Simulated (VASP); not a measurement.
# AgCl (P1) in VASP: notebook

The runs below take AgCl through single point, relaxation of the atoms, with PBE, PBEsol.

Everything below comes from runs of VASP 6.6.1. Logs are shortened: lines on timing, memory, paths and dates and some standing lists are left out, and cuts for length are marked.

### Step 1. The cell of the first run

The typed cell holds 4 atoms: a = 5.863 Å, b = 5.863 Å, c = 3.924 Å, α = 90.00°, β = 90.00°, γ = 142.78°.

### Step 2. Single point, PBE (atoms moved at random)

File INCAR:

```
PREC = Accurate ; ENCUT = 520
EDIFF = 1E-6 ; ISMEAR = -1
SIGMA = 0.05 ; LREAL = F
LASPH = T ; NELM = 60
ALGO = Normal ; ISIF = 2
LWAVE = F ; LCHARG = F
GGA = PE ; NBANDS = 26
```

File KPOINTS:

```
regular mesh
0
Gamma
  8 8 7
```

File POSCAR:

```
AgCl
1.0
    1.8709097030     -5.5565952358      0.0000000000
    1.8709097030      5.5565952358      0.0000000000
    0.0000000000      0.0000000000      3.9240373500
Ag Cl
2 2
Direct
    0.6051250000      0.3999740000      0.2632770000
    0.3917940000      0.5994370000      0.7388180000
    0.1372060000      0.8641470000      0.7558630000
    0.8446680000      0.1224720000      0.2457490000
```

Potentials or basis: VASP PAW PBE potentials, release 64 (Ag, Cl).

Started as:

```bash
$ cat potpaw_PBE.64/Ag/POTCAR potpaw_PBE.64/Cl/POTCAR > POTCAR
$ mpirun -np 1 vasp_std > vasp.out
```

OUTCAR:

```text
PREC = Accurate
   ENCUT = 520
   EDIFF = 1E-6
   ISMEAR = -1
   LREAL = F
   LASPH = T
   NELM = 60
   ISIF = 2
   GGA = PE

 ion  position               nearest neighbor table
   1  0.605  0.400  0.263-   3 2.71   3 2.72   3 2.75   3 2.76   4 2.87   2 2.96   2 3.08
   2  0.392  0.599  0.739-   4 2.69   4 2.73   4 2.75   4 2.79   3 2.89   1 2.96   1 3.08
   3  0.137  0.864  0.756-   1 2.71   1 2.72   1 2.75   1 2.76   2 2.89
   4  0.845  0.122  0.246-   2 2.69   2 2.73   2 2.75   2 2.79   1 2.87

  LATTYP: Found a base centered orthorhombic cell.
 ALAT       =     3.7418194060
 B/A-ratio  =     2.9699964819
 C/A-ratio  =     1.0486976853

  Lattice vectors:

 A1 = (   1.8709097030,  -5.5565952358,   0.0000000000)
 A2 = (   1.8709097030,   5.5565952358,   0.0000000000)
 A3 = (   0.0000000000,   0.0000000000,   3.9240373500)

Analysis of symmetry for initial positions (statically):
=====================================================================
 Subroutine PRICEL returns:
 Original cell was already a primitive cell.

 Routine SETGRP: Setting up the symmetry group for a
 base centered orthorhombic supercell.

 Subroutine GETGRP returns: Found  1 space group operations
 (whereof  1 operations were pure point group operations)
 out of a pool of  8 trial point group operations.

The static configuration has the point symmetry C_1 .

Analysis of symmetry for dynamics (positions and initial velocities):
=====================================================================
 Subroutine PRICEL returns:
 Original cell was already a primitive cell.

 Routine SETGRP: Setting up the symmetry group for a
 base centered orthorhombic supercell.

 Subroutine GETGRP returns: Found  1 space group operations
 (whereof  1 operations were pure point group operations)
 out of a pool of  8 trial point group operations.

The dynamic configuration has the point symmetry C_1 .

 Subroutine INISYM returns: Found  1 space group operations
 (whereof  1 operations are pure point group operations),
 and found     1 'primitive' translations

----------------------------------------------------------------------------------------

                                     Primitive cell

  volume of cell :      81.5877

  direct lattice vectors                    reciprocal lattice vectors
     1.870909703 -5.556595236  0.000000000     0.267249670 -0.089983160  0.000000000
     1.870909703  5.556595236  0.000000000     0.267249670  0.089983160  0.000000000
     0.000000000  0.000000000  3.924037350     0.000000000  0.000000000  0.254839572

  length of vectors
     5.863109562  5.863109562  3.924037350     0.281991764  0.281991764  0.254839572

  position of ions in fractional coordinates (direct lattice)
     0.605125000  0.399974000  0.263277000
     0.391794000  0.599437000  0.738818000
     0.137206000  0.864147000  0.755863000
     0.844668000  0.122472000  0.245749000

  ion indices of the primitive-cell ions
   primitive index   ion index
                 1           1
                 2           2
                 3           3
                 4           4

----------------------------------------------------------------------------------------

 KPOINTS: regular mesh

Automatic generation of k-mesh.
 Grid dimensions read from file:
 generate k-points for:    8    8    7

 Generating k-lattice:

  Cartesian coordinates                     Fractional coordinates (reciprocal lattice)
     0.033406209 -0.011247895  0.000000000     0.125000000  0.000000000  0.000000000
     0.033406209  0.011247895  0.000000000     0.000000000  0.125000000  0.000000000
     0.000000000  0.000000000  0.036405653     0.000000000  0.000000000  0.142857143

  Length of vectors
     0.035248971  0.035248971  0.036405653

  Shift w.r.t. Gamma in fractional coordinates (k-lattice)
     0.000000000  0.000000000  0.000000000

 Subroutine IBZKPT returns following result:
 ===========================================

 Found    226 irreducible k-points:

 Following reciprocal coordinates:
            Coordinates               Weight
  0.000000  0.000000  0.000000      1.000000
  0.125000  0.000000  0.000000      2.000000
  0.000000  0.125000  0.000000      2.000000
  0.250000  0.000000  0.000000      2.000000
  0.000000  0.250000  0.000000      2.000000
  0.375000 -0.000000  0.000000      2.000000
[... 16 lines left out ...]
  0.375000  0.250000  0.000000      2.000000
  0.250000  0.375000  0.000000      2.000000
 [... further k-points ...]
   k-points           NKPTS =    226   k-points in BZ     NKDIM =    226   number of bands    NBANDS=     26
   number of dos      NEDOS =    301   number of ions     NIONS =      4
   total plane-waves  NPLWV =  69120
   dimension x,y,z NGX =    48 NGY =   48 NGZ =   30
   dimension x,y,z NGXF=    96 NGYF=   96 NGZF=   60
   ions per type =               2   2
   NGX,Y,Z   is equivalent  to a cutoff of  13.61, 13.61, 12.71 a.u.
   NGXF,Y,Z  is equivalent  to a cutoff of  27.22, 27.22, 25.42 a.u.
 SYSTEM =  unknown system
   PREC   = accura    normal or accurate (medium, high low for compatibility)
   ISTART =      0    job   : 0-new  1-cont  2-samecut
   ICHARG =      2    charge: 1-file 2-atom 10-const
   ISPIN  =      1    spin polarized calculation?
   LNONCOLLINEAR =      F non collinear calculations
   LSORBIT =      F    spin-orbit coupling
   LASPH  =      T    aspherical Exc in radial PAW
   ENCUT  =  520.0 eV  38.22 Ry    6.18 a.u.  10.90 10.90  7.30*2*pi/ulx,y,z
   NELM   =     60;   NELMIN=  2; NELMDL= -5     # of ELM steps
   EDIFF  = 0.1E-05   stopping-criterion for ELM
   LREAL  =      F    real-space projection
   EDIFFG = 0.1E-04   stopping-criterion for IOM
   NSW    =      0    number of steps for IOM
   IBRION =     -1    ionic relax: 0-MD 1-quasi-New 2-CG
   NFREE  =      0    steps in history (QN), initial steepest desc. (CG)
   ISIF   =      2    stress and relaxation
   ISYM   =      2    0-nonsym 1-usesym 2-fastsym
   POTIM  = 0.5000    time-step for ionic-motion
   TEBEG  =    0.0;   TEEND  =   0.0 temperature during run
   PSTRESS=    0.0 pullay stress
   NELECT =      36.0000    total number of electrons
   NUPDOWN=      -1.0000    fix difference up-down
   EMIN   =  10.00;   EMAX   =-10.00  energy-range for DOS
   EFERMI =   0.00;   METHOD = LEGACY
   ISMEAR =    -1;   SIGMA  =   0.05  broadening in eV -4-tet -1-fermi 0-gaus
   EFERMI_NEDOS =   21; number of points for ismear=-14 and -15
   IALGO  =     38    algorithm
   IMIX   =      4    mixing-type and parameters
     AMIX     =   0.40;   BMIX     =  1.00
     AMIX_MAG =   1.60;   BMIX_MAG =  1.00
  volume/ion in A,a.u.               =      20.40       137.65
  Fermi-wavevector in a.u.,A,eV,Ry     =   1.246333  2.355228 21.134554  1.553346
  Thomas-Fermi vector in A             =   2.380515
   LORBIT       =      0    0 simple, 1 ext, 2 COOP (PROOUT), +10 PAW based schemes
   GGA     = PE    functional components
   LHFCALC =     F    Hartree Fock is set to
   AEXX    =    0.0000 exact exchange contribution
   IVDW    =     0    specifies the selected vdW correction
   LEPSILON=     F    determine dielectric tensor
   LRPA    =     F    only Hartree local field effects (RPA)
 non-spin polarized calculation
  energy-cutoff  :      520.00
  volume of cell :       81.59
 maximum number of plane-waves:      2225
 NGX is ok and might be reduce to    48
   NGX = 21   NGY = 21   NGZ = 15

 number of electron      36.0000001 magnetization

 Free energy of the ion-electron system (eV)
  ---------------------------------------------------
  ext. energy  EPLUGINS =         0.00000000
  ---------------------------------------------------
  free energy    TOTEN  =       -10.63715629 eV

  energy without entropy =      -10.63708107  energy(sigma->0) =      -10.63711868

 E-fermi :   4.5209     XC(G=0): -10.2553

 val. band max:        4.2240965853   @ k =   0.2500   0.2500   0.0000
 cond. band min:       4.7016318020   @ k =   0.0000   0.0000   0.0000
 fundamental gap:      0.4775352167
 Fermi energy:         4.5209452886

 k-point     1 :       0.0000    0.0000    0.0000
  band No.  band energies     occupation
      1     -10.9144      2.00000
      2     -10.3038      2.00000
      3      -0.2982      2.00000
      4       0.7343      2.00000
      5       0.9542      2.00000
      6       1.1340      2.00000
[... 18 lines left out ...]
     25      14.3667      0.00000
     26      15.3867      0.00000

 k-point     2 :       0.1250    0.0000    0.0000
  band No.  band energies     occupation
      1     -10.8586      2.00000
      2     -10.2892      2.00000
      3      -0.2818      2.00000
      4       0.4226      2.00000
      5       0.4945      2.00000
      6       0.8186      2.00000
[... 18 lines left out ...]
     25      14.8960      0.00000
     26      15.2641      0.00000

 k-point     3 :       0.0000    0.1250    0.0000
  band No.  band energies     occupation
      1     -10.8595      2.00000
      2     -10.2877      2.00000
      3      -0.2928      2.00000
      4       0.4150      2.00000
      5       0.4877      2.00000
      6       0.8085      2.00000
[... 18 lines left out ...]
     25      14.8818      0.00000
     26      15.3100      0.00000

 k-point     4 :       0.2500    0.0000    0.0000
  band No.  band energies     occupation
      1     -10.7124      2.00000
      2     -10.2599      2.00000
      3      -0.2738      2.00000
      4      -0.2525      2.00000
      5      -0.0097      2.00000
      6       0.1164      2.00000
[... 18 lines left out ...]
     25      14.5147      0.00000
     26      15.2379      0.00000
[... 496 lines left out ...]
      1     -10.4556      2.00000
      2     -10.2517      2.00000
      3      -1.2194      2.00000
      4      -0.7986      2.00000
      5      -0.2693      2.00000
      6       0.0377      2.00000
[... 18 lines left out ...]
     25      13.5293      0.00000
     26      15.2444      0.00000

 k-point    23 :       0.3750    0.2500    0.0000
  band No.  band energies     occupation
      1     -10.4291      2.00000
      2     -10.3579      2.00000
      3      -1.1014      2.00000
      4      -0.5132      2.00000
      5      -0.1196      2.00000
      6       0.1727      2.00000
[... 18 lines left out ...]
     25      14.0189      0.00000
     26      14.9857      0.00000

 k-point    24 :       0.2500    0.3750    0.0000
  band No.  band energies     occupation
      1     -10.4487      2.00000
      2     -10.3365      2.00000
      3      -1.1155      2.00000
      4      -0.5138      2.00000
      5      -0.1307      2.00000
      6       0.1584      2.00000
[... 18 lines left out ...]
     25      14.0109      0.00000
     26      14.9834      0.00000

 [... further k-points ...]

------------------------ aborting loop because EDIFF is reached ----------------------------------------

  FORCE on cell =-STRESS in cart. coord.  units (eV):
  Direction    XX          YY          ZZ          XY          YZ          ZX
  --------------------------------------------------------------------------------------
  -------------------------------------------------------------------------------------
  Total        0.7686225      0.8389704      0.7183257     -0.0846399      0.0353452     -0.0095043
  in kB       15.0938129     16.4752679     14.1061102     -1.6621143      0.6940916     -0.1866405
  external PRESSURE =      15.2250636 kB  Pullay stress =       0.0000000 kB

 VOLUME and BASIS-vectors are now :
 -----------------------------------------------------------------------------
  energy-cutoff  :      520.00
  volume of cell :       81.59
      direct lattice vectors                 reciprocal lattice vectors
     1.870909703 -5.556595236  0.000000000     0.267249670 -0.089983160  0.000000000
     1.870909703  5.556595236  0.000000000     0.267249670  0.089983160  0.000000000
     0.000000000  0.000000000  3.924037350     0.000000000  0.000000000  0.254839572

 POSITION                                       TOTAL-FORCE (eV/Angst)
 -----------------------------------------------------------------------------------
      1.88045     -1.13994      1.03311        -0.011901     -0.007393     -0.084436
      1.85450      1.15379      2.89915        -0.067036      0.007567      0.081929
      1.87344      4.03932      2.96603        -0.004965      0.130050      0.026893
      1.80943     -4.01295      0.96433         0.083902     -0.130225     -0.024386
 -----------------------------------------------------------------------------------
    total drift:                                0.000003     -0.000196      0.000033

  FREE ENERGIE OF THE ION-ELECTRON SYSTEM (eV)
  ---------------------------------------------------
  free  energy   TOTEN  =       -10.6371562946 eV

  energy  without entropy=      -10.6370810677  energy(sigma->0) =      -10.63711868
```

It took 3.7 min on 1 thread of Intel Xeon 6975P-C (Granite Rapids), shared host; peak memory 0.53 GiB.

Results:

| Property | Result |
| --- | --- |
| Free energy | -10.6372 eV |
| Pressure | 1.5 GPa |
| Largest force | 0.157 eV/Å |
| Band gap on the k mesh | 0.48 eV (least direct gap 1.92 eV) |

Forces on the atoms (eV/Å):
```
Ag  -0.012 -0.007 -0.084
Ag  -0.067  0.008  0.082
Cl  -0.005  0.130  0.027
Cl   0.084 -0.130 -0.024
```

Levels at points of the mesh, in eV from the valence-band top:
```tsv
k point	band 16	band 17	band 18	band 19	band 20	band 21
(0.00, 0.00, 0.00)	-1.84	-1.59	-1.44	0.48	3.23	7.84
(0.50, 0.00, 0.00)	-1.05	-0.06	-0.02	3.05	5.24	5.88
(0.00, 0.50, 0.00)	-0.95	-0.07	0.00	2.98	5.21	5.85
(0.50, 0.50, 0.00)	-1.63	-1.54	-1.41	2.11	3.70	6.29
```

Caveat: the cell differs from its parent crystal (atoms moved at random); an odd mesh through Γ misses points on the zone boundary, where band edges can lie.

### Step 3. Relaxation of the atoms, PBEsol (atoms moved at random)

File INCAR:

```
GGA = PS
ISMEAR = 0
SIGMA = 0.03
LWAVE = False
LCHARG = False
ISIF = 2
NSW = 120
PREC = Accurate
LASPH = True
LREAL = False
ALGO = Normal
EDIFF = 1E-7
NELM = 120
GGA_COMPAT = False
IBRION = 2
EDIFFG = -0.002
NELMIN = 4
ENCUT = 520
EFERMI = MIDGAP
KPAR = 4
```

File KPOINTS:

```
Automatic mesh
0
Gamma
  6 6 6
  0 0 0
```

File POSCAR:

```
AgCl
1.0
    1.8709097030     -5.5565952358      0.0000000000
    1.8709097030      5.5565952358      0.0000000000
    0.0000000000      0.0000000000      3.9240373500
Ag Cl
2 2
Direct
    0.6174000000      0.4119410000      0.2496580000
    0.3977490000      0.6003130000      0.7503320000
    0.1280250000      0.8681760000      0.7494370000
    0.8692090000      0.1340700000      0.2560710000
```

Potentials or basis: VASP PAW PBE potentials, release 64 (Ag, Cl).

Started as:

```bash
$ cat potpaw_PBE.64/Ag/POTCAR potpaw_PBE.64/Cl/POTCAR > POTCAR
$ mpirun -np 4 vasp_std > vasp.out
```

It took 24 min on 4 MPI ranks of Intel Xeon Platinum 8259CL at 2.50GHz (Skylake/Cascade Lake), shared host; peak memory 0.39 GiB.

It converged, with:

```yaml
Free_energy: -12.0156 eV
Energy_gained_by_relaxing: 1.7 meV/atom
Ionic_steps: 44
Pressure_after_relaxing: -2.8 GPa
Band_gap_on_the_k_mesh: 0.26 eV (least direct gap 1.73 eV)
```

Stress tensor (GPa, compression positive):
```
-3.12 -0.01  0.00
-0.01 -1.91  0.00
 0.00  0.00 -3.30
```

The path:
```
step  energy change (eV)  largest force (eV/Å)  pressure (GPa)
   1              0.0000                0.1313           -2.80
   3             -0.0050                0.0495           -2.94
   5             -0.0058                0.0236           -3.00
   7             -0.0060                0.0096           -2.99
   9             -0.0060                0.0073           -2.99
  11             -0.0060                0.0042           -2.99
  13             -0.0061                0.0031           -2.99
  15             -0.0061                0.0036           -2.99
  17             -0.0061                0.0108           -2.97
  19             -0.0061                0.0105           -2.97
  21             -0.0062                0.0092           -2.96
  23             -0.0063                0.0094           -2.92
  25             -0.0064                0.0091           -2.87
  27             -0.0065                0.0151           -2.82
  29             -0.0066                0.0093           -2.80
  31             -0.0067                0.0070           -2.79
  33             -0.0068                0.0084           -2.76
  35             -0.0068                0.0072           -2.75
  37             -0.0069                0.0080           -2.76
  39             -0.0069                0.0051           -2.77
  41             -0.0069                0.0054           -2.77
  43             -0.0069                0.0025           -2.77
  44             -0.0069                0.0014           -2.78
```

Final structure:
```
Ag Cl
1.0
     1.87091   -5.55660    0.00000
     1.87091    5.55660    0.00000
     0.00000    0.00000    3.92404
Ag Cl
2 2
Direct
  0.61314 0.39429 0.25142
  0.41003 0.59610 0.75132
  0.12791 0.87938 0.75141
  0.86130 0.14473 0.25135
```

Levels at points of the mesh, in eV from the valence-band top:
```csv
k point,band 16,band 17,band 18,band 19,band 20,band 21
"(0.00, 0.00, 0.00)",-1.67,-1.58,-1.47,0.26,2.95,7.50
"(0.50, 0.00, 0.00)",-1.15,-0.27,0.00,3.02,4.96,5.61
"(0.00, 0.50, 0.00)",-1.14,-0.27,0.00,3.02,4.96,5.61
"(0.50, 0.50, 0.00)",-1.75,-1.63,-1.45,1.89,3.43,6.37
"(0.00, 0.00, 0.50)",-1.32,-0.33,-0.09,4.12,4.25,6.36
"(0.50, 0.00, 0.50)",-2.10,-1.48,-1.41,2.65,2.66,7.13
"(0.00, 0.50, 0.50)",-2.10,-1.48,-1.41,2.65,2.66,7.13
"(0.50, 0.50, 0.50)",-0.63,-0.35,-0.15,3.35,3.58,6.47
```

Caveat: the cell differs from its parent crystal (atoms moved at random); the PAW data sets were made with another functional, which shifts forces and pressure a little.
